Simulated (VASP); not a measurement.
# SnSe2 (P-3m1) in VASP: further runs

The runs below take SnSe2 through single point, with PBE+D3(BJ).

All numbers are computed with VASP 6.6.1; they aren't measurements. Logs are shortened: lines on timing, memory, paths and dates and some standing lists are left out, and cuts for length are marked.

**1. The cell of the first run**

Symmetry: P-3m1, No. 164, trigonal system. The conventional cell has a = 3.954 Å, b = 3.954 Å, c = 6.575 Å, α = 90.00°, β = 90.00°, γ = 120.00°. Within 3.8 Å of Sn (site symmetry -3m) lie 6 Se at 2.87 Å. Se (site symmetry 3m) has 3 Sn at 2.87 Å and 9 Se at 3.84 to 3.95 Å within 4.0 Å.

**2. Single point, PBE+D3(BJ) (29.68 Å³/atom)**

INCAR reads:

```
SYSTEM = SnSe2
ALGO     = Normal         ! electronic algorithm
EDIFF    = 1E-6           ! SCF threshold, eV
ENCUT    = 500            ! plane-wave cutoff, eV
GGA      = PE             ! functional
GGA_COMPAT= .FALSE.      
ISIF     = 2              ! what is computed and relaxed
ISMEAR   = 0              ! smearing method
IVDW     = 12             ! dispersion correction
LASPH    = .TRUE.         ! aspherical terms in the spheres
LCHARG   = .FALSE.        ! write CHGCAR
LREAL    = .FALSE.        ! projectors in reciprocal space
LWAVE    = .FALSE.        ! write WAVECAR
NBANDS   = 20             ! bands
NELM     = 120            ! most SCF steps
PREC     = Accurate       ! precision mode
SIGMA    = 0.03           ! smearing width, eV
```

KPOINTS reads:

```
k-points
0
G
  12 12 6
  0 0 0
```

POSCAR reads:

```
SnSe2
1.0
    3.9540602632      0.0000000000      0.0000000000
   -1.9770301316      3.4243166360      0.0000000000
    0.0000000000      0.0000000000      6.5752068117
Sn Se
1 2
Direct
    0.0000000000      0.0000000000      0.0000000000
    0.3333333333      0.6666666667      0.2651331237
    0.6666666667      0.3333333333      0.7348668763
```

Potentials or basis: VASP PAW PBE potentials, release 64 (Sn_d, Se).

Launch:

```sh
$ cat potpaw_PBE.64/Sn_d/POTCAR potpaw_PBE.64/Se/POTCAR > POTCAR
$ mpirun -np 1 vasp_std > vasp.out
```

OUTCAR:

```text
SYSTEM = SnSe2
   EDIFF = 1E-6
   ENCUT = 500
   GGA = PE
   ISIF = 2
   ISMEAR = 0
   IVDW = 12
   LASPH = .TRUE.
   LREAL = .FALSE.
   NELM = 120
   PREC = Accurate
 IVDW          = 12

 ion  position               nearest neighbor table
   1  0.000  0.000  0.000-   2 2.87   3 2.87   2 2.87   3 2.87   3 2.87   2 2.87
   2  0.333  0.667  0.265-   1 2.87   1 2.87   1 2.87
   3  0.667  0.333  0.735-   1 2.87   1 2.87   1 2.87

  LATTYP: Found a hexagonal cell.
 ALAT       =     3.9540602632
 C/A-ratio  =     1.6629000000

  Lattice vectors:

 A1 = (   3.9540602632,   0.0000000000,   0.0000000000)
 A2 = (  -1.9770301316,   3.4243166360,   0.0000000000)
 A3 = (   0.0000000000,   0.0000000000,   6.5752068117)

Analysis of symmetry for initial positions (statically):
=====================================================================
 Subroutine PRICEL returns:
 Original cell was already a primitive cell.

 Routine SETGRP: Setting up the symmetry group for a
 hexagonal supercell.

 Subroutine GETGRP returns: Found 12 space group operations
 (whereof 12 operations were pure point group operations)
 out of a pool of 24 trial point group operations.

The static configuration has the point symmetry D_3d.

Analysis of symmetry for dynamics (positions and initial velocities):
=====================================================================
 Subroutine PRICEL returns:
 Original cell was already a primitive cell.

 Routine SETGRP: Setting up the symmetry group for a
 hexagonal supercell.

 Subroutine GETGRP returns: Found 12 space group operations
 (whereof 12 operations were pure point group operations)
 out of a pool of 24 trial point group operations.

The dynamic configuration has the point symmetry D_3d.

 Subroutine INISYM returns: Found 12 space group operations
 (whereof 12 operations are pure point group operations),
 and found     1 'primitive' translations

----------------------------------------------------------------------------------------

                                     Primitive cell

  volume of cell :      89.0280

  direct lattice vectors                    reciprocal lattice vectors
     3.954060263  0.000000000  0.000000000     0.252904593  0.146014535  0.000000000
    -1.977030132  3.424316636  0.000000000     0.000000000  0.292029069  0.000000000
     0.000000000  0.000000000  6.575206812     0.000000000  0.000000000  0.152086471

  length of vectors
     3.954060263  3.954060263  6.575206812     0.292029069  0.292029069  0.152086471

  position of ions in fractional coordinates (direct lattice)
     0.000000000  0.000000000  0.000000000
     0.333333333  0.666666667  0.265133124
     0.666666667  0.333333333  0.734866876

  ion indices of the primitive-cell ions
   primitive index   ion index
                 1           1
                 2           2
                 3           3

----------------------------------------------------------------------------------------

 KPOINTS: k-points

Automatic generation of k-mesh.
 Grid dimensions read from file:
 generate k-points for:   12   12    6

 Generating k-lattice:

  Cartesian coordinates                     Fractional coordinates (reciprocal lattice)
     0.021075383  0.012167878  0.000000000     0.083333333  0.000000000  0.000000000
     0.000000000  0.024335756  0.000000000     0.000000000  0.083333333  0.000000000
     0.000000000  0.000000000  0.025347745     0.000000000  0.000000000  0.166666667

  Length of vectors
     0.024335756  0.024335756  0.025347745

  Shift w.r.t. Gamma in fractional coordinates (k-lattice)
     0.000000000  0.000000000  0.000000000

 Subroutine IBZKPT returns following result:
 ===========================================

 Found    100 irreducible k-points:

 Following reciprocal coordinates:
            Coordinates               Weight
  0.000000  0.000000  0.000000      1.000000
  0.083333  0.000000  0.000000      6.000000
  0.166667  0.000000  0.000000      6.000000
  0.250000  0.000000  0.000000      6.000000
  0.333333  0.000000  0.000000      6.000000
  0.416667  0.000000  0.000000      6.000000
[... 16 lines left out ...]
  0.166667  0.000000  0.166667      6.000000
  0.000000  0.166667  0.166667      6.000000
 [... further k-points ...]
   k-points           NKPTS =    100   k-points in BZ     NKDIM =    100   number of bands    NBANDS=     20
   number of dos      NEDOS =    301   number of ions     NIONS =      3
   total plane-waves  NPLWV =  43200
   dimension x,y,z NGX =    30 NGY =   30 NGZ =   48
   dimension x,y,z NGXF=    60 NGYF=   60 NGZF=   96
   ions per type =               1   2
   NGX,Y,Z   is equivalent  to a cutoff of  12.61, 12.61, 12.14 a.u.
   NGXF,Y,Z  is equivalent  to a cutoff of  25.23, 25.23, 24.27 a.u.
 SYSTEM =  SnSe2
   PREC   = accura    normal or accurate (medium, high low for compatibility)
   ISTART =      0    job   : 0-new  1-cont  2-samecut
   ICHARG =      2    charge: 1-file 2-atom 10-const
   ISPIN  =      1    spin polarized calculation?
   LNONCOLLINEAR =      F non collinear calculations
   LSORBIT =      F    spin-orbit coupling
   LASPH  =      T    aspherical Exc in radial PAW
   ENCUT  =  500.0 eV  36.75 Ry    6.06 a.u.   7.21  7.21 11.99*2*pi/ulx,y,z
   NELM   =    120;   NELMIN=  2; NELMDL= -5     # of ELM steps
   EDIFF  = 0.1E-05   stopping-criterion for ELM
   LREAL  =      F    real-space projection
   EDIFFG = 0.1E-04   stopping-criterion for IOM
   NSW    =      0    number of steps for IOM
   IBRION =     -1    ionic relax: 0-MD 1-quasi-New 2-CG
   NFREE  =      0    steps in history (QN), initial steepest desc. (CG)
   ISIF   =      2    stress and relaxation
   ISYM   =      2    0-nonsym 1-usesym 2-fastsym
   POTIM  = 0.5000    time-step for ionic-motion
   TEBEG  =    0.0;   TEEND  =   0.0 temperature during run
   PSTRESS=    0.0 pullay stress
   NELECT =      26.0000    total number of electrons
   NUPDOWN=      -1.0000    fix difference up-down
   EMIN   =  10.00;   EMAX   =-10.00  energy-range for DOS
   EFERMI =   0.00;   METHOD = LEGACY
   ISMEAR =     0;   SIGMA  =   0.03  broadening in eV -4-tet -1-fermi 0-gaus
   EFERMI_NEDOS =   21; number of points for ismear=-14 and -15
   IALGO  =     38    algorithm
   IMIX   =      4    mixing-type and parameters
     AMIX     =   0.40;   BMIX     =  1.00
     AMIX_MAG =   1.60;   BMIX_MAG =  1.00
  volume/ion in A,a.u.               =      29.68       200.26
  Fermi-wavevector in a.u.,A,eV,Ry     =   1.086152  2.052529 16.051134  1.179725
  Thomas-Fermi vector in A             =   2.222282
   LORBIT       =      0    0 simple, 1 ext, 2 COOP (PROOUT), +10 PAW based schemes
   GGA     = PE    functional components
   LHFCALC =     F    Hartree Fock is set to
   AEXX    =    0.0000 exact exchange contribution
   IVDW    =    12    specifies the selected vdW correction
   LEPSILON=     F    determine dielectric tensor
   LRPA    =     F    only Hartree local field effects (RPA)
 non-spin polarized calculation
 Gauss-broadening in eV      SIGMA  =   0.03
  energy-cutoff  :      500.00
  volume of cell :       89.03
 maximum number of plane-waves:      2276
 NGX is ok and might be reduce to    30
   NGX = 15   NGY = 15   NGZ = 23

 number of electron      25.9999996 magnetization

 Free energy of the ion-electron system (eV)
  ---------------------------------------------------
  ext. energy  EPLUGINS =         0.00000000
  ---------------------------------------------------
  free energy    TOTEN  =       -11.62091993 eV

  energy without entropy =      -11.62091982  energy(sigma->0) =      -11.62091988

 E-fermi :   2.9728     XC(G=0):  -8.9013

 val. band max:        2.8881567732   @ k =   0.1667   0.0000   0.1667
 cond. band min:       3.0558874160   @ k =   0.0000   0.4167   0.3333
 fundamental gap:      0.1677306428
 Fermi energy:         2.9728254419

 k-point     1 :       0.0000    0.0000    0.0000
  band No.  band energies     occupation
      1     -18.3643      2.00000
      2     -18.3643      2.00000
      3     -18.3314      2.00000
      4     -18.3260      2.00000
      5     -18.3260      2.00000
      6     -10.0796      2.00000
[... 12 lines left out ...]
     19      11.3521      0.00000
     20      11.8067      0.00000

 k-point     2 :       0.0833    0.0000    0.0000
  band No.  band energies     occupation
      1     -18.3651      2.00000
      2     -18.3623      2.00000
      3     -18.3303      2.00000
      4     -18.3276      2.00000
      5     -18.3263      2.00000
      6     -10.0263      2.00000
[... 12 lines left out ...]
     19      11.0412      0.00000
     20      11.6301      0.00000

 k-point     3 :       0.1667    0.0000    0.0000
  band No.  band energies     occupation
      1     -18.3675      2.00000
      2     -18.3567      2.00000
      3     -18.3317      2.00000
      4     -18.3270      2.00000
      5     -18.3269      2.00000
      6      -9.8717      2.00000
[... 12 lines left out ...]
     19      10.9106      0.00000
     20      11.8722      0.00000

 k-point     4 :       0.2500    0.0000    0.0000
  band No.  band energies     occupation
      1     -18.3716      2.00000
      2     -18.3492      2.00000
      3     -18.3369      2.00000
      4     -18.3277      2.00000
      5     -18.3221      2.00000
      6      -9.6334      2.00000
[... 12 lines left out ...]
     19      11.1523      0.00000
     20      12.0129      0.00000

 k-point     5 :       0.3333    0.0000    0.0000
  band No.  band energies     occupation
      1     -18.3764      2.00000
      2     -18.3424      2.00000
      3     -18.3416      2.00000
      4     -18.3278      2.00000
      5     -18.3170      2.00000
      6      -9.3467      2.00000
[... 12 lines left out ...]
     19      11.6853      0.00000
     20      12.3918      0.00000

 k-point     6 :       0.4167    0.0000    0.0000
  band No.  band energies     occupation
      1     -18.3803      2.00000
      2     -18.3447      2.00000
      3     -18.3384      2.00000
      4     -18.3269      2.00000
      5     -18.3132      2.00000
      6      -9.0744      2.00000
[... 12 lines left out ...]
     19      12.0422      0.00000
     20      13.0204      0.00000

 k-point     7 :       0.5000    0.0000    0.0000
  band No.  band energies     occupation
      1     -18.3818      2.00000
      2     -18.3457      2.00000
      3     -18.3374      2.00000
      4     -18.3261      2.00000
      5     -18.3118      2.00000
      6      -8.9397      2.00000
[... 12 lines left out ...]
     19      12.2098      0.00000
     20      13.1495      0.00000
[... 277 lines left out ...]
 k-point    20 :       0.0000    0.0000    0.1667
  band No.  band energies     occupation
      1     -18.3643      2.00000
      2     -18.3643      2.00000
      3     -18.3315      2.00000
      4     -18.3260      2.00000
      5     -18.3260      2.00000
      6     -10.0398      2.00000
[... 12 lines left out ...]
     19      11.2518      0.00000
     20      11.6432      0.00000

 k-point    21 :       0.0833    0.0000    0.1667
  band No.  band energies     occupation
      1     -18.3651      2.00000
      2     -18.3623      2.00000
      3     -18.3303      2.00000
      4     -18.3276      2.00000
      5     -18.3263      2.00000
      6      -9.9869      2.00000
[... 12 lines left out ...]
     19      10.9928      0.00000
     20      11.8085      0.00000

 k-point    22 :       0.0000    0.0833    0.1667
  band No.  band energies     occupation
      1     -18.3651      2.00000
      2     -18.3623      2.00000
      3     -18.3303      2.00000
      4     -18.3276      2.00000
      5     -18.3263      2.00000
      6      -9.9870      2.00000
[... 12 lines left out ...]
     19      10.9461      0.00000
     20      11.6422      0.00000

 k-point    23 :       0.1667    0.0000    0.1667
  band No.  band energies     occupation
      1     -18.3675      2.00000
      2     -18.3567      2.00000
      3     -18.3318      2.00000
      4     -18.3270      2.00000
      5     -18.3269      2.00000
      6      -9.8336      2.00000
[... 12 lines left out ...]
     19      11.2907      0.00000
     20      11.4046      0.00000

 k-point    24 :       0.0000    0.1667    0.1667
  band No.  band energies     occupation
      1     -18.3675      2.00000
      2     -18.3567      2.00000
      3     -18.3318      2.00000
      4     -18.3270      2.00000
      5     -18.3269      2.00000
      6      -9.8339      2.00000
[... 12 lines left out ...]
     19      10.6463      0.00000
     20      11.5383      0.00000

 [... further k-points ...]

------------------------ aborting loop because EDIFF is reached ----------------------------------------

 Edisp (eV)   -0.93466

 E8    (eV) :    -0.4092

  FORCE on cell =-STRESS in cart. coord.  units (eV):
  Direction    XX          YY          ZZ          XY          YZ          ZX
  --------------------------------------------------------------------------------------
  -------------------------------------------------------------------------------------
  Total      -3.16190    -3.16190    -5.18321    -0.00000     0.00000     0.00000
  in kB     -56.90252   -56.90252   -93.27876    -0.00000     0.00000     0.00000
  external pressure =      -69.03 kB  Pullay stress =        0.00 kB

 VOLUME and BASIS-vectors are now :
 -----------------------------------------------------------------------------
  energy-cutoff  :      500.00
  volume of cell :       89.03
      direct lattice vectors                 reciprocal lattice vectors
     3.954060263  0.000000000  0.000000000     0.252904593  0.146014535  0.000000000
    -1.977030132  3.424316636  0.000000000     0.000000000  0.292029069  0.000000000
     0.000000000  0.000000000  6.575206812     0.000000000  0.000000000  0.152086471

 POSITION                                       TOTAL-FORCE (eV/Angst)
 -----------------------------------------------------------------------------------
      0.00000      0.00000      0.00000         0.000000      0.000000      0.000000
     -0.00000      2.28288      1.74331        -0.000000      0.000000     -1.230796
      1.97703      1.14144      4.83190         0.000000     -0.000000      1.230796
 -----------------------------------------------------------------------------------
    total drift:                                0.000000     -0.000000      0.000000

  FREE ENERGIE OF THE ION-ELECTRON SYSTEM (eV)
  ---------------------------------------------------
  free  energy   TOTEN  =       -12.5555778537 eV

  energy  without entropy=      -12.5555777355  energy(sigma->0) =      -12.55557779
```

Wall time 3.3 min (1 thread of Intel Xeon 8259CL, shared host); peak memory 0.32 GiB.

Results:

```
Free energy                : -12.5556 eV
Pressure                   : -6.9 GPa
Largest force              : 1.231 eV/Å
Band gap on the k mesh     : 0.17 eV (least direct gap 0.58 eV)
Dispersion energy per atom : -0.312 eV
```

Forces in eV/Å, atoms in the order of the input:
```
Sn   0.000  0.000  0.000
Se   0.000  0.000 -1.231
Se   0.000  0.000  1.231
```

Levels at points of the mesh, in eV from the valence-band top:
```csv
k point,band 10,band 11,band 12,band 13,band 14,band 15,band 16,band 17
"(0.00, 0.00, 0.00)",-0.35,-0.35,-0.21,-0.21,0.37,3.16,4.35,4.35
"(0.50, 0.00, 0.00)",-2.71,-1.91,-1.40,-0.26,0.84,3.37,4.58,5.22
"(0.00, 0.00, 0.50)",-0.47,-0.47,-0.04,-0.04,1.94,2.83,4.14,4.14
"(0.50, 0.00, 0.50)",-1.93,-1.71,-0.87,-0.64,0.18,3.55,4.38,5.17
```

Caveat: the cell stands under tension; spin-orbit coupling is left out, which moves the levels of the heavy elements; forces of over 1 eV/Å act on the atoms, so gaps and moduli don't describe the material at rest. A k mesh can miss the band edges.

(Part 1 of 2 ends here.)
